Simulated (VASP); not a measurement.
# CoSi2 (P3m1) in VASP: a series of runs

Runs on CoSi2. Level: PBE. Tasks: single point.

All numbers are computed with VASP 6.6.1; they aren't measurements. Logs are shortened: lines on timing, memory, paths and dates and some standing lists are left out, and cuts for length are marked.

### 1 The cell of the first run

The structure is trigonal, space group P3m1 (No. 156). The conventional cell has a = 3.790 Å, b = 3.790 Å, c = 9.784 Å, α = 90.00°, β = 90.00°, γ = 120.00°. Co (site symmetry 3m) has 8 Si at 2.32 to 2.82 Å within 3.1 Å. Within 3.1 Å of Co (site symmetry 3m) lie 8 Si at 2.32 Å. Co (site symmetry 3m) has 8 Si at 2.32 Å within 3.1 Å. Within 3.1 Å of Si (site symmetry 3m) lie 4 Co at 2.32 Å and 6 Si at 2.68 Å. Si (site symmetry 3m) has 4 Co at 2.32 to 2.82 Å and 6 Si at 2.68 Å within 3.1 Å. Within 3.1 Å of Si (site symmetry 3m) lie 4 Co at 2.32 Å and 6 Si at 2.68 to 3.00 Å. Si (site symmetry 3m) has 4 Co at 2.32 to 2.53 Å and 6 Si at 2.68 to 3.00 Å within 3.1 Å. Within 3.1 Å of Si (site symmetry 3m) lie 4 Co at 2.32 Å and 6 Si at 2.68 Å.

### 2 Single point, PBE

INCAR

```
ALGO = Normal ; EDIFF = 1E-6
ENCUT = 520 ; GGA = PE
ISIF = 2 ; ISMEAR = 0
LASPH = True ; LCHARG = True
LELF = True ; LREAL = False
LVHAR = True ; LWAVE = False
NBANDS = 36 ; NELM = 60
PREC = Accurate ; SIGMA = 0.15
```

KPOINTS

```
k-points
0
Gamma
  14 14 5
```

POSCAR

```
CoSi2
1.0
    2.6799390577     -2.6799390577      0.0000000000
    2.6799390577      0.0000000000     -2.6799390577
    5.6485532500      5.6485532500      5.6485532500
Co Si
3 6
Direct
    1.0000000000      0.0000000000      0.9093725357
    0.3333333333      0.3333333333      0.5930745458
    0.6666666667      0.6666666667      0.2767765560
    0.6666666667      0.6666666667      0.5140000484
    1.0000000000      0.0000000000      0.1977020585
    0.3333333333      0.3333333333      0.8302980382
    0.6666666667      0.6666666667      0.0395530636
    1.0000000000      1.0000000000      0.6721490433
    0.3333333333      0.3333333333      0.3558510535
```

Potentials or basis: VASP PAW PBE potentials, release 64 (Co, Si).

Command:

```console
$ cat potpaw_PBE.64/Co/POTCAR potpaw_PBE.64/Si/POTCAR > POTCAR
$ mpirun -np 1 vasp_std > vasp.out
```

OUTCAR:

```text
EDIFF = 1E-6
   ENCUT = 520
   GGA = PE
   ISIF = 2
   ISMEAR = 0
   LASPH = True
   LREAL = False
   NELM = 60
   PREC = Accurate

 ion  position               nearest neighbor table
   1  0.000  0.000  0.909-   6 2.32   8 2.32   6 2.32   6 2.32   7 2.53   7 2.53   7 2.53   5 2.82

   2  0.333  0.333  0.593-   9 2.32   4 2.32   4 2.32   8 2.32   6 2.32   4 2.32   8 2.32   8 2.32

   3  0.667  0.667  0.277-   9 2.32   9 2.32   5 2.32   4 2.32   7 2.32   5 2.32   5 2.32   9 2.32

   4  0.667  0.667  0.514-   2 2.32   2 2.32   3 2.32   2 2.32   9 2.68   9 2.68   8 2.68   8 2.68
                             8 2.68   9 2.68
   5  0.000  0.000  0.198-   3 2.32   3 2.32   3 2.32   7 2.68   7 2.68   7 2.68   9 2.68   9 2.68
                             9 2.68   1 2.82
   6  0.333  0.333  0.830-   1 2.32   2 2.32   1 2.32   1 2.32   8 2.68   8 2.68   8 2.68   7 3.00
                             7 3.00   7 3.00
   7  0.667  0.667  0.040-   3 2.32   1 2.53   1 2.53   1 2.53   5 2.68   5 2.68   5 2.68   6 3.00
                             6 3.00   6 3.00
   8  0.000  0.000  0.672-   2 2.32   1 2.32   2 2.32   2 2.32   6 2.68   4 2.68   6 2.68   6 2.68
                             4 2.68   4 2.68
   9  0.333  0.333  0.356-   2 2.32   3 2.32   3 2.32   3 2.32   4 2.68   4 2.68   4 2.68   5 2.68
                             5 2.68   5 2.68

  LATTYP: Found a hexagonal cell.
 ALAT       =     3.7900061617
 C/A-ratio  =     2.5814156497

  Lattice vectors:

 A1 = (  -2.6799390577,   0.0000000000,   2.6799390577)
 A2 = (   2.6799390577,  -2.6799390577,   0.0000000000)
 A3 = (   5.6485532500,   5.6485532500,   5.6485532500)

Analysis of symmetry for initial positions (statically):
=====================================================================
 Subroutine PRICEL returns:
 Original cell was already a primitive cell.

 Routine SETGRP: Setting up the symmetry group for a
 hexagonal supercell.

 Subroutine GETGRP returns: Found  6 space group operations
 (whereof  6 operations were pure point group operations)
 out of a pool of 24 trial point group operations.

The static configuration has the point symmetry C_3v.

Analysis of symmetry for dynamics (positions and initial velocities):
=====================================================================
 Subroutine PRICEL returns:
 Original cell was already a primitive cell.

 Routine SETGRP: Setting up the symmetry group for a
 hexagonal supercell.

 Subroutine GETGRP returns: Found  6 space group operations
 (whereof  6 operations were pure point group operations)
 out of a pool of 24 trial point group operations.

The dynamic configuration has the point symmetry C_3v.

 Subroutine INISYM returns: Found  6 space group operations
 (whereof  6 operations are pure point group operations),
 and found     1 'primitive' translations

----------------------------------------------------------------------------------------

                                     Primitive cell

  volume of cell :     121.7050

  direct lattice vectors                    reciprocal lattice vectors
     2.679939058 -2.679939058  0.000000000     0.124380938 -0.248761876  0.124380938
     2.679939058  0.000000000 -2.679939058     0.124380938  0.124380938 -0.248761876
     5.648553250  5.648553250  5.648553250     0.059012161  0.059012161  0.059012161

  length of vectors
     3.790006162  3.790006162  9.783581218     0.304669831  0.304669831  0.102212061

  position of ions in fractional coordinates (direct lattice)
     0.000000000  0.000000000  0.909372536
     0.333333333  0.333333333  0.593074546
     0.666666667  0.666666667  0.276776556
     0.666666667  0.666666667  0.514000048
     0.000000000  0.000000000  0.197702058
     0.333333333  0.333333333  0.830298038
     0.666666667  0.666666667  0.039553064
     0.000000000  0.000000000  0.672149043
     0.333333333  0.333333333  0.355851053

  ion indices of the primitive-cell ions
   primitive index   ion index
                 1           1
                 2           2
                 3           3
                 4           4
                 5           5
                 6           6
                 7           7
                 8           8
                 9           9

----------------------------------------------------------------------------------------

 KPOINTS: k-points

Automatic generation of k-mesh.
 Grid dimensions read from file:
 generate k-points for:   14   14    5

 Generating k-lattice:

  Cartesian coordinates                     Fractional coordinates (reciprocal lattice)
     0.008884353 -0.017768705  0.008884353     0.071428571  0.000000000  0.000000000
     0.008884353  0.008884353 -0.017768705     0.000000000  0.071428571  0.000000000
     0.011802432  0.011802432  0.011802432     0.000000000  0.000000000  0.200000000

  Length of vectors
     0.021762131  0.021762131  0.020442412

  Shift w.r.t. Gamma in fractional coordinates (k-lattice)
     0.000000000  0.000000000  0.000000000

 Subroutine IBZKPT returns following result:
 ===========================================

 Found    104 irreducible k-points:

 Following reciprocal coordinates:
            Coordinates               Weight
  0.000000  0.000000  0.000000      1.000000
  0.071429  0.000000  0.000000      6.000000
  0.142857  0.000000  0.000000      6.000000
  0.214286  0.000000  0.000000      6.000000
  0.285714  0.000000  0.000000      6.000000
  0.357143  0.000000  0.000000      6.000000
[... 16 lines left out ...]
 -0.428571  0.285714  0.000000      6.000000
 -0.357143  0.285714  0.000000      6.000000
 [... further k-points ...]
   k-points           NKPTS =    104   k-points in BZ     NKDIM =    104   number of bands    NBANDS=     36
   number of dos      NEDOS =    301   number of ions     NIONS =      9
   total plane-waves  NPLWV =  62720
   dimension x,y,z NGX =    28 NGY =   28 NGZ =   80
   dimension x,y,z NGXF=    56 NGYF=   56 NGZF=  160
   ions per type =               3   6
   NGX,Y,Z   is equivalent  to a cutoff of  12.28, 12.28, 13.59 a.u.
   NGXF,Y,Z  is equivalent  to a cutoff of  24.56, 24.56, 27.19 a.u.
 SYSTEM =  unknown system
   PREC   = accura    normal or accurate (medium, high low for compatibility)
   ISTART =      0    job   : 0-new  1-cont  2-samecut
   ICHARG =      2    charge: 1-file 2-atom 10-const
   ISPIN  =      1    spin polarized calculation?
   LNONCOLLINEAR =      F non collinear calculations
   LSORBIT =      F    spin-orbit coupling
   LASPH  =      T    aspherical Exc in radial PAW
   ENCUT  =  520.0 eV  38.22 Ry    6.18 a.u.   7.05  7.05 18.19*2*pi/ulx,y,z
   NELM   =     60;   NELMIN=  2; NELMDL= -5     # of ELM steps
   EDIFF  = 0.1E-05   stopping-criterion for ELM
   LREAL  =      F    real-space projection
   EDIFFG = 0.1E-04   stopping-criterion for IOM
   NSW    =      0    number of steps for IOM
   IBRION =     -1    ionic relax: 0-MD 1-quasi-New 2-CG
   NFREE  =      0    steps in history (QN), initial steepest desc. (CG)
   ISIF   =      2    stress and relaxation
   ISYM   =      2    0-nonsym 1-usesym 2-fastsym
   POTIM  = 0.5000    time-step for ionic-motion
   TEBEG  =    0.0;   TEEND  =   0.0 temperature during run
   PSTRESS=    0.0 pullay stress
   NELECT =      51.0000    total number of electrons
   NUPDOWN=      -1.0000    fix difference up-down
   EMIN   =  10.00;   EMAX   =-10.00  energy-range for DOS
   EFERMI =   0.00;   METHOD = LEGACY
   ISMEAR =     0;   SIGMA  =   0.15  broadening in eV -4-tet -1-fermi 0-gaus
   EFERMI_NEDOS =   21; number of points for ismear=-14 and -15
   IALGO  =     38    algorithm
   IMIX   =      4    mixing-type and parameters
     AMIX     =   0.40;   BMIX     =  1.00
     AMIX_MAG =   1.60;   BMIX_MAG =  1.00
  volume/ion in A,a.u.               =      13.52        91.26
  Fermi-wavevector in a.u.,A,eV,Ry     =   1.225073  2.315053 20.419690  1.500805
  Thomas-Fermi vector in A             =   2.360125
   LORBIT       =      0    0 simple, 1 ext, 2 COOP (PROOUT), +10 PAW based schemes
   GGA     = PE    functional components
   LHFCALC =     F    Hartree Fock is set to
   AEXX    =    0.0000 exact exchange contribution
   IVDW    =     0    specifies the selected vdW correction
   LEPSILON=     F    determine dielectric tensor
   LRPA    =     F    only Hartree local field effects (RPA)
 non-spin polarized calculation
 Gauss-broadening in eV      SIGMA  =   0.15
  energy-cutoff  :      520.00
  volume of cell :      121.70
 maximum number of plane-waves:      3297
   NGX = 15   NGY = 15   NGZ = 37

 number of electron      51.0000002 magnetization

 Free energy of the ion-electron system (eV)
  ---------------------------------------------------
  ext. energy  EPLUGINS =         0.00000000
  ---------------------------------------------------
  free energy    TOTEN  =       -57.11675656 eV

  energy without entropy =      -57.07112244  energy(sigma->0) =      -57.09393950

 E-fermi :   9.4311     XC(G=0): -11.4900

 val. band max:        9.4310333446   @ k =   0.5000   0.1429  -0.0000
 cond. band min:       9.4345973148   @ k =   0.2143   0.0000   0.2000
 fundamental gap:      0.0035639701
 Fermi energy:         9.4310560592

 k-point     1 :       0.0000    0.0000    0.0000
  band No.  band energies     occupation
      1      -3.4826      2.00000
      2      -2.1471      2.00000
      3      -1.4777      2.00000
      4       1.9210      2.00000
      5       2.3421      2.00000
      6       5.3371      2.00000
[... 28 lines left out ...]
     35      13.1514      0.00000
     36      13.3318      0.00000

 k-point     2 :       0.0714    0.0000    0.0000
  band No.  band energies     occupation
      1      -3.4142      2.00000
      2      -2.0809      2.00000
      3      -1.4142      2.00000
      4       1.9616      2.00000
      5       2.3799      2.00000
      6       5.2281      2.00000
[... 28 lines left out ...]
     35      13.5089      0.00000
     36      13.7800      0.00000

 k-point     3 :       0.1429    0.0000    0.0000
  band No.  band energies     occupation
      1      -3.2096      2.00000
      2      -1.8836      2.00000
      3      -1.2249      2.00000
      4       2.0722      2.00000
      5       2.4800      2.00000
      6       4.7695      2.00000
[... 28 lines left out ...]
     35      13.9527      0.00000
     36      14.2156      0.00000

 k-point     4 :       0.2143    0.0000    0.0000
  band No.  band energies     occupation
      1      -2.8713      2.00000
      2      -1.5592      2.00000
      3      -0.9148      2.00000
      4       2.1958      2.00000
      5       2.5945      2.00000
      6       4.1432      2.00000
[... 28 lines left out ...]
     35      13.9456      0.00000
     36      13.9470      0.00000

 k-point     5 :       0.2857    0.0000    0.0000
  band No.  band energies     occupation
      1      -2.4040      2.00000
      2      -1.1154      2.00000
      3      -0.4949      2.00000
      4       2.0764      2.00000
      5       2.7024      2.00000
      6       3.4628      2.00000
[... 655 lines left out ...]
 k-point    22 :      -0.4286    0.2143    0.0000
  band No.  band energies     occupation
      1      -0.3212      2.00000
      2       0.4535      2.00000
      3       0.6714      2.00000
      4       1.1998      2.00000
      5       1.7340      2.00000
      6       1.9119      2.00000
[... 28 lines left out ...]
     35      15.0759      0.00000
     36      15.2657      0.00000

 k-point    23 :      -0.4286    0.2857    0.0000
  band No.  band energies     occupation
      1      -0.3763      2.00000
      2       0.6701      2.00000
      3       0.9516      2.00000
      4       1.1789      2.00000
      5       1.4215      2.00000
      6       1.9126      2.00000
[... 28 lines left out ...]
     35      15.2299      0.00000
     36      15.2960      0.00000

 k-point    24 :      -0.3571    0.2857    0.0000
  band No.  band energies     occupation
      1       0.3472      2.00000
      2       0.4011      2.00000
      3       1.0447      2.00000
      4       1.1009      2.00000
      5       1.4770      2.00000
      6       1.5719      2.00000
[... 28 lines left out ...]
     35      15.0903      0.00000
     36      15.3026      0.00000

 [... further k-points ...]
[... 5 lines left out ...]
  --------------------------------------------------------------------------------------
  -------------------------------------------------------------------------------------
  Total       -4.0339469     -4.0339469     -4.0339469     -1.0456958     -1.0456958     -1.0456958
  in kB      -53.1046361    -53.1046361    -53.1046361    -13.7659958    -13.7659958    -13.7659958
  external PRESSURE =     -53.1046361 kB  Pullay stress =       0.0000000 kB

 VOLUME and BASIS-vectors are now :
 -----------------------------------------------------------------------------
  energy-cutoff  :      520.00
  volume of cell :      121.70
      direct lattice vectors                 reciprocal lattice vectors
     2.679939058 -2.679939058  0.000000000     0.124380938 -0.248761876  0.124380938
     2.679939058  0.000000000 -2.679939058     0.124380938  0.124380938 -0.248761876
     5.648553250  5.648553250  5.648553250     0.059012161  0.059012161  0.059012161

 POSITION                                       TOTAL-FORCE (eV/Angst)
 -----------------------------------------------------------------------------------
      5.13664      5.13664      5.13664         0.948785      0.948785      0.948785
      5.13664      2.45670      2.45670        -0.032933     -0.032933     -0.032933
      5.13664     -0.22324     -0.22324        -0.395592     -0.395592     -0.395592
      6.47661      1.11673      1.11673        -0.033403     -0.033403     -0.033403
      1.11673      1.11673      1.11673        -0.412992     -0.412992     -0.412992
      6.47661      3.79667      3.79667         0.178468      0.178468      0.178468
      3.79667     -1.56321     -1.56321        -0.629152     -0.629152     -0.629152
      3.79667      3.79667      3.79667         0.211851      0.211851      0.211851
      3.79667      1.11673      1.11673         0.164968      0.164968      0.164968
 -----------------------------------------------------------------------------------
    total drift:                               -0.000144     -0.000144     -0.000144

  FREE ENERGIE OF THE ION-ELECTRON SYSTEM (eV)
  ---------------------------------------------------
  free  energy   TOTEN  =       -57.1167565623 eV

  energy  without entropy=      -57.0711224409  energy(sigma->0) =      -57.09393950
```

It took 5.8 min on 1 thread of Intel Xeon 6975P-C (Granite Rapids), shared host; peak memory 0.48 GiB.

Results:

```yaml
Free_energy: -57.1168 eV
Pressure: -5.3 GPa
Largest_force: 1.643 eV/Å
```

Forces on the atoms (eV/Å):
```
Co   0.949  0.949  0.949
Co  -0.033 -0.033 -0.033
Co  -0.396 -0.396 -0.396
Si  -0.033 -0.033 -0.033
Si  -0.413 -0.413 -0.413
Si   0.178  0.178  0.178
Si  -0.629 -0.629 -0.629
Si   0.212  0.212  0.212
Si   0.165  0.165  0.165
```

Stress tensor (GPa, compression positive):
```
-5.31 -1.38 -1.38
-1.38 -5.31 -1.38
-1.38 -1.38 -5.31
```

Caveat: forces of over 1 eV/Å act on the atoms, so gaps and moduli don't describe the material at rest. Spin polarisation is off, so any magnetic state and its effect on volume and gap are missing.

[end of part 1 of 2]
